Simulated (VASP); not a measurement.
Here is a VASP 6.6.1 calculation.

INCAR

```
  ALGO = Normal
  EDIFF = 1E-6
  ENCUT = 520
  GGA = PE
  ISIF = 2
  ISMEAR = 0
  LASPH = T
  LCHARG = F
  LREAL = F
  LWAVE = F
  NBANDS = 43
  NELM = 60
  PREC = Accurate
  SIGMA = 0.1
```

KPOINTS

```
k-points
0
Gamma
  12 12 4
```

File POSCAR:

```
AlV2C
1.0
    2.9046911473      0.0000000029      0.0000000000
   -1.4523455762      2.5155363223      0.0000000000
    0.0000000000      0.0000000000     13.1295779056
Al V C
2 4 2
Direct
    0.3333333333      0.6666666667      0.2500000000
    0.6666666667      0.3333333333      0.7500000000
    0.3333333333      0.6666666667      0.5853769235
    0.6666666667      0.3333333333      0.4146230765
    0.6666666667      0.3333333333      0.0853769235
    0.3333333333      0.6666666667      0.9146230765
    0.0000000000      0.0000000000      0.0000000000
    0.0000000000      0.0000000000      0.5000000000
```

Potentials or basis: VASP PAW PBE potentials, release 64 (Al, V_sv, C).

The run is started by

```bash
$ cat potpaw_PBE.64/Al/POTCAR potpaw_PBE.64/V_sv/POTCAR potpaw_PBE.64/C/POTCAR > POTCAR
$ mpirun -np 1 vasp_std > vasp.out
```

(1) What does it give for the band gap on the k mesh?

(2) Estimate the pressure.

(3) Estimate the largest force.

Results:

(1) zero (band 33 reaches 10.39 eV, above the bottom of band 34 at 8.75 eV).

(2) 0.3 GPa.

(3) 0.045 eV/Å.
